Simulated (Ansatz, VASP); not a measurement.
Ti, level by level in two programs

```
Ti
1.0
     2.95000    0.00000    0.00000
    -1.47500    2.55477    0.00000
     0.00000    0.00000    4.68000
Ti
2
Cartesian
  1.4750 0.8516 3.5100
  0.0000 1.7032 1.1700
```

Single points on this cell with VASP 6.6.1 and Ansatz 0.2.0. Each row is one pair of runs. Alike in all rows: spin: off; Ansatz's potentials, cutoff: Ansatz PAW, 420 eV.

```tsv
level	k mesh	smearing	VASP's potentials, cutoff	gap on the k mesh at the Fermi level (eV), VASP	gap on the k mesh at the Fermi level (eV), Ansatz	pressure (GPa), VASP	pressure (GPa), Ansatz
HSE06	5 × 5 × 3	fermi-dirac, width 0.05 eV	VASP PAW PBE potentials, release 64 (Ti_sv), 520 eV	none	none	-4.1	-3.6
PBE	10 × 10 × 6	gaussian, width 0.021 eV	VASP PAW PBE potentials, release 64 (Ti_sv), 500 eV	none	none	-1.7	-1.4
LDA	10 × 10 × 6	fermi-dirac, width 0.05 eV	VASP PAW LDA potentials, release 64 (Ti_sv), 520 eV	none	none	-9.9	-9.8
```

Pressure (GPa): the two programs differ by at most 0.5.

A gap of «none» marks a metal or a gap that the smearing closes.

The k mesh is coarse in some rows, so the values compare programs but aren't converged.
